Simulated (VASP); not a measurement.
# SnPtAu3 (Pm-3m) in VASP: notebook

Runs on SnPtAu3. Level: PBE. Tasks: single point, relaxation of cell and atoms.

All numbers are computed with VASP 6.6.1; they aren't measurements. Logs are shortened: lines on timing, memory, paths and dates and some standing lists are left out, and cuts for length are marked.

## (1) The cell of the first run

Symmetry: Pm-3m, No. 221, cubic system. The conventional cell has a = 5.087 Å, b = 5.087 Å, c = 5.087 Å, α = 90.00°, β = 90.00°, γ = 90.00°. Within 4.7 Å of Sn (site symmetry m-3m) lie 12 Au at 3.60 Å and 8 Pt at 4.41 Å. Within 3.4 Å of Pt (site symmetry m-3m) lie 6 Au at 2.54 Å. Au (site symmetry 4/mmm) has 2 Pt at 2.54 Å within 3.4 Å.

## (2) Single point, PBE

The input, INCAR:

```
PREC = Accurate ; ENCUT = 520
EDIFF = 1E-6 ; ISMEAR = 0
SIGMA = 0.1 ; LREAL = False
LASPH = True ; NELM = 100
ALGO = Normal ; ISIF = 2
LWAVE = False ; LCHARG = False
GGA = PE ; NBANDS = 36
```

The input, KPOINTS:

```
regular mesh
0
Gamma
  4 4 4
```

The input, POSCAR:

```
SnPtAu3
1.0
    5.0872413429      0.0000000000      0.0000000000
    0.0000000000      5.0872413429      0.0000000000
    0.0000000000      0.0000000000      5.0872413429
Sn Pt Au
1 1 3
Direct
    0.0000000000      0.0000000000      0.0000000000
    0.5000000000      0.5000000000      0.5000000000
    0.5000000000      0.5000000000      0.0000000000
    0.0000000000      0.5000000000      0.5000000000
    0.5000000000      0.0000000000      0.5000000000
```

Potentials or basis: VASP PAW PBE potentials, release 64 (Sn_d, Pt, Au).

Started as:

```bash
$ cat potpaw_PBE.64/Sn_d/POTCAR potpaw_PBE.64/Pt/POTCAR potpaw_PBE.64/Au/POTCAR > POTCAR
$ mpirun -np 1 vasp_std > vasp.out
```

OUTCAR:

```text
PREC = Accurate
   ENCUT = 520
   EDIFF = 1E-6
   ISMEAR = 0
   LREAL = False
   LASPH = True
   NELM = 100
   ISIF = 2
   GGA = PE

 ion  position               nearest neighbor table
   1  0.000  0.000  0.000-   3 3.60   4 3.60   5 3.60   4 3.60   5 3.60   3 3.60   4 3.60   4 3.60
                             3 3.60   5 3.60   5 3.60   3 3.60
   2  0.500  0.500  0.500-   3 2.54   4 2.54   5 2.54   3 2.54   5 2.54   4 2.54
   3  0.500  0.500  0.000-   2 2.54   2 2.54   4 3.60   5 3.60   1 3.60   4 3.60   5 3.60   1 3.60
                             5 3.60   5 3.60   1 3.60   4 3.60   4 3.60   1 3.60
   4  0.000  0.500  0.500-   2 2.54   2 2.54   3 3.60   5 3.60   1 3.60   3 3.60   1 3.60   5 3.60
                             1 3.60   1 3.60   3 3.60   5 3.60   3 3.60   5 3.60
   5  0.500  0.000  0.500-   2 2.54   2 2.54   3 3.60   4 3.60   1 3.60   3 3.60   1 3.60   3 3.60
                             4 3.60   3 3.60   1 3.60   4 3.60   1 3.60   4 3.60

  LATTYP: Found a simple cubic cell.
 ALAT       =     5.0872413429

  Lattice vectors:

 A1 = (   5.0872413429,   0.0000000000,   0.0000000000)
 A2 = (   0.0000000000,   5.0872413429,   0.0000000000)
 A3 = (   0.0000000000,   0.0000000000,   5.0872413429)

Analysis of symmetry for initial positions (statically):
=====================================================================
 Subroutine PRICEL returns:
 Original cell was already a primitive cell.

 Routine SETGRP: Setting up the symmetry group for a
 simple cubic supercell.

 Subroutine GETGRP returns: Found 48 space group operations
 (whereof 48 operations were pure point group operations)
 out of a pool of 48 trial point group operations.

The static configuration has the point symmetry O_h .

Analysis of symmetry for dynamics (positions and initial velocities):
=====================================================================
 Subroutine PRICEL returns:
 Original cell was already a primitive cell.

 Routine SETGRP: Setting up the symmetry group for a
 simple cubic supercell.

 Subroutine GETGRP returns: Found 48 space group operations
 (whereof 48 operations were pure point group operations)
 out of a pool of 48 trial point group operations.

The dynamic configuration has the point symmetry O_h .

 Subroutine INISYM returns: Found 48 space group operations
 (whereof 48 operations are pure point group operations),
 and found     1 'primitive' translations

----------------------------------------------------------------------------------------

                                     Primitive cell

  volume of cell :     131.6579

  direct lattice vectors                    reciprocal lattice vectors
     5.087241343  0.000000000  0.000000000     0.196570191  0.000000000  0.000000000
     0.000000000  5.087241343  0.000000000     0.000000000  0.196570191  0.000000000
     0.000000000  0.000000000  5.087241343     0.000000000  0.000000000  0.196570191

  length of vectors
     5.087241343  5.087241343  5.087241343     0.196570191  0.196570191  0.196570191

  position of ions in fractional coordinates (direct lattice)
     0.000000000  0.000000000  0.000000000
     0.500000000  0.500000000  0.500000000
     0.500000000  0.500000000  0.000000000
     0.000000000  0.500000000  0.500000000
     0.500000000  0.000000000  0.500000000

  ion indices of the primitive-cell ions
   primitive index   ion index
                 1           1
                 2           2
                 3           3
                 4           4
                 5           5

----------------------------------------------------------------------------------------

 KPOINTS: regular mesh

Automatic generation of k-mesh.
 Grid dimensions read from file:
 generate k-points for:    4    4    4

 Generating k-lattice:

  Cartesian coordinates                     Fractional coordinates (reciprocal lattice)
     0.049142548  0.000000000  0.000000000     0.250000000  0.000000000  0.000000000
     0.000000000  0.049142548  0.000000000     0.000000000  0.250000000  0.000000000
     0.000000000  0.000000000  0.049142548     0.000000000  0.000000000  0.250000000

  Length of vectors
     0.049142548  0.049142548  0.049142548

  Shift w.r.t. Gamma in fractional coordinates (k-lattice)
     0.000000000  0.000000000  0.000000000

 Subroutine IBZKPT returns following result:
 ===========================================

 Found     10 irreducible k-points:

 Following reciprocal coordinates:
            Coordinates               Weight
  0.000000  0.000000  0.000000      1.000000
  0.250000  0.000000  0.000000      6.000000
  0.500000  0.000000  0.000000      3.000000
  0.250000  0.250000  0.000000     12.000000
  0.500000  0.250000  0.000000     12.000000
  0.500000  0.500000  0.000000      3.000000
  0.250000  0.250000  0.250000      8.000000
  0.500000  0.250000  0.250000     12.000000
  0.500000  0.500000  0.250000      6.000000
  0.500000  0.500000  0.500000      1.000000
   k-points           NKPTS =     10   k-points in BZ     NKDIM =     10   number of bands    NBANDS=     36
   number of dos      NEDOS =    301   number of ions     NIONS =      5
   total plane-waves  NPLWV =  64000
   dimension x,y,z NGX =    40 NGY =   40 NGZ =   40
   dimension x,y,z NGXF=    80 NGYF=   80 NGZF=   80
   ions per type =               1   1   3
   NGX,Y,Z   is equivalent  to a cutoff of  13.07, 13.07, 13.07 a.u.
   NGXF,Y,Z  is equivalent  to a cutoff of  26.14, 26.14, 26.14 a.u.
 SYSTEM =  unknown system
   PREC   = accura    normal or accurate (medium, high low for compatibility)
   ISTART =      0    job   : 0-new  1-cont  2-samecut
   ICHARG =      2    charge: 1-file 2-atom 10-const
   ISPIN  =      1    spin polarized calculation?
   LNONCOLLINEAR =      F non collinear calculations
   LSORBIT =      F    spin-orbit coupling
   LASPH  =      T    aspherical Exc in radial PAW
   ENCUT  =  520.0 eV  38.22 Ry    6.18 a.u.   9.46  9.46  9.46*2*pi/ulx,y,z
   NELM   =    100;   NELMIN=  2; NELMDL= -5     # of ELM steps
   EDIFF  = 0.1E-05   stopping-criterion for ELM
   LREAL  =      F    real-space projection
   EDIFFG = 0.1E-04   stopping-criterion for IOM
   NSW    =      0    number of steps for IOM
   IBRION =     -1    ionic relax: 0-MD 1-quasi-New 2-CG
   NFREE  =      0    steps in history (QN), initial steepest desc. (CG)
   ISIF   =      2    stress and relaxation
   ISYM   =      2    0-nonsym 1-usesym 2-fastsym
   POTIM  = 0.5000    time-step for ionic-motion
   TEBEG  =    0.0;   TEEND  =   0.0 temperature during run
   PSTRESS=    0.0 pullay stress
   NELECT =      57.0000    total number of electrons
   NUPDOWN=      -1.0000    fix difference up-down
   EMIN   =  10.00;   EMAX   =-10.00  energy-range for DOS
   EFERMI =   0.00;   METHOD = LEGACY
   ISMEAR =     0;   SIGMA  =   0.10  broadening in eV -4-tet -1-fermi 0-gaus
   EFERMI_NEDOS =   21; number of points for ismear=-14 and -15
   IALGO  =     38    algorithm
   IMIX   =      4    mixing-type and parameters
     AMIX     =   0.40;   BMIX     =  1.00
     AMIX_MAG =   1.60;   BMIX_MAG =  1.00
  volume/ion in A,a.u.               =      26.33       177.69
  Fermi-wavevector in a.u.,A,eV,Ry     =   1.238466  2.340361 20.868591  1.533798
  Thomas-Fermi vector in A             =   2.372990
   LORBIT       =      0    0 simple, 1 ext, 2 COOP (PROOUT), +10 PAW based schemes
   GGA     = PE    functional components
   LHFCALC =     F    Hartree Fock is set to
   AEXX    =    0.0000 exact exchange contribution
   IVDW    =     0    specifies the selected vdW correction
   LEPSILON=     F    determine dielectric tensor
   LRPA    =     F    only Hartree local field effects (RPA)
 non-spin polarized calculation
 Gauss-broadening in eV      SIGMA  =   0.10
  energy-cutoff  :      520.00
  volume of cell :      131.66
 maximum number of plane-waves:      3575
 NGX is ok and might be reduce to    40
   NGX = 19   NGY = 19   NGZ = 19

 number of electron      57.0000012 magnetization

 Free energy of the ion-electron system (eV)
  ---------------------------------------------------
  ext. energy  EPLUGINS =         0.00000000
  ---------------------------------------------------
  free energy    TOTEN  =       -16.82566300 eV

  energy without entropy =      -16.81462268  energy(sigma->0) =      -16.82014284

 E-fermi :   4.9722     XC(G=0): -10.1249

 val. band max:        4.9383994640   @ k =   0.5000   0.2500   0.0000
 cond. band min:       5.1814165509   @ k =   0.5000   0.2500   0.2500
 fundamental gap:      0.2430170869
 Fermi energy:         4.9721548111

 k-point     1 :       0.0000    0.0000    0.0000
  band No.  band energies     occupation
      1     -17.1951      2.00000
      2     -17.1951      2.00000
      3     -17.1919      2.00000
      4     -17.1919      2.00000
      5     -17.1919      2.00000
      6      -3.0557      2.00000
[... 28 lines left out ...]
     35       8.9406      0.00000
     36      11.6794      0.00000

 k-point     2 :       0.2500    0.0000    0.0000
  band No.  band energies     occupation
      1     -17.1950      2.00000
      2     -17.1944      2.00000
      3     -17.1919      2.00000
      4     -17.1919      2.00000
      5     -17.1918      2.00000
      6      -2.7253      2.00000
[... 28 lines left out ...]
     35      10.3940      0.00000
     36      10.5222      0.00000

 k-point     3 :       0.5000    0.0000    0.0000
  band No.  band energies     occupation
      1     -17.1950      2.00000
      2     -17.1938      2.00000
      3     -17.1920      2.00000
      4     -17.1920      2.00000
      5     -17.1918      2.00000
      6      -2.1406      2.00000
[... 28 lines left out ...]
     35       9.3753      0.00000
     36      12.2420      0.00000
[... 196 lines left out ...]
 k-point     9 :       0.5000    0.5000    0.2500
  band No.  band energies     occupation
      1     -17.1937      2.00000
      2     -17.1931      2.00000
      3     -17.1925      2.00000
      4     -17.1922      2.00000
      5     -17.1922      2.00000
      6      -1.8529      2.00000
[... 28 lines left out ...]
     35      12.0460      0.00000
     36      12.0460      0.00000

 k-point    10 :       0.5000    0.5000    0.5000
  band No.  band energies     occupation
      1     -17.1931      2.00000
      2     -17.1931      2.00000
      3     -17.1925      2.00000
      4     -17.1925      2.00000
      5     -17.1925      2.00000
      6      -1.8425      2.00000
[... 28 lines left out ...]
     35      12.7937      0.00000
     36      12.7937      0.00000

------------------------ aborting loop because EDIFF is reached ----------------------------------------

  FORCE on cell =-STRESS in cart. coord.  units (eV):
  Direction    XX          YY          ZZ          XY          YZ          ZX
  --------------------------------------------------------------------------------------
  -------------------------------------------------------------------------------------
  Total       -0.1520413     -0.1520413     -0.1520413      0.0000000      0.0000000      0.0000000
  in kB       -1.8502270     -1.8502270     -1.8502270      0.0000000      0.0000000      0.0000000
  external PRESSURE =      -1.8502270 kB  Pullay stress =       0.0000000 kB

 VOLUME and BASIS-vectors are now :
 -----------------------------------------------------------------------------
  energy-cutoff  :      520.00
  volume of cell :      131.66
      direct lattice vectors                 reciprocal lattice vectors
     5.087241343  0.000000000  0.000000000     0.196570191  0.000000000  0.000000000
     0.000000000  5.087241343  0.000000000     0.000000000  0.196570191  0.000000000
     0.000000000  0.000000000  5.087241343     0.000000000  0.000000000  0.196570191

 POSITION                                       TOTAL-FORCE (eV/Angst)
 -----------------------------------------------------------------------------------
      0.00000      0.00000      0.00000         0.000000      0.000000      0.000000
      2.54362      2.54362      2.54362         0.000000      0.000000      0.000000
      2.54362      2.54362      0.00000         0.000000      0.000000      0.000000
      0.00000      2.54362      2.54362         0.000000      0.000000      0.000000
      2.54362      0.00000      2.54362         0.000000      0.000000      0.000000
 -----------------------------------------------------------------------------------
    total drift:                               -0.000000     -0.000000     -0.000000

  FREE ENERGIE OF THE ION-ELECTRON SYSTEM (eV)
  ---------------------------------------------------
  free  energy   TOTEN  =       -16.8256629958 eV

  energy  without entropy=      -16.8146226814  energy(sigma->0) =      -16.82014284
```

Run time: 25 s. Hardware: 1 thread of Intel Xeon Platinum 8559C (Emerald Rapids), shared host; peak memory 0.26 GiB.

What came out:

| Item | Value |
| --- | --- |
| Free energy | -16.8257 eV |
| Pressure | -0.2 GPa |

Levels at points of the mesh, in eV from the Fermi level:
```tsv
k point	band 27	band 28	band 29	band 30	band 31	band 32
(0.00, 0.00, 0.00)	-0.45	-0.15	-0.15	-0.15	3.79	3.79
(0.50, 0.00, 0.00)	-0.71	-0.16	1.27	1.27	2.57	2.57
(0.50, 0.50, 0.00)	-1.65	-0.73	-0.73	2.04	2.49	2.49
(0.50, 0.50, 0.50)	-2.33	-0.76	-0.76	-0.76	-0.45	-0.45
```

Caveat: spin-orbit coupling is left out, which moves the levels of the heavy elements.

(Part 1 of 2 ends here.)
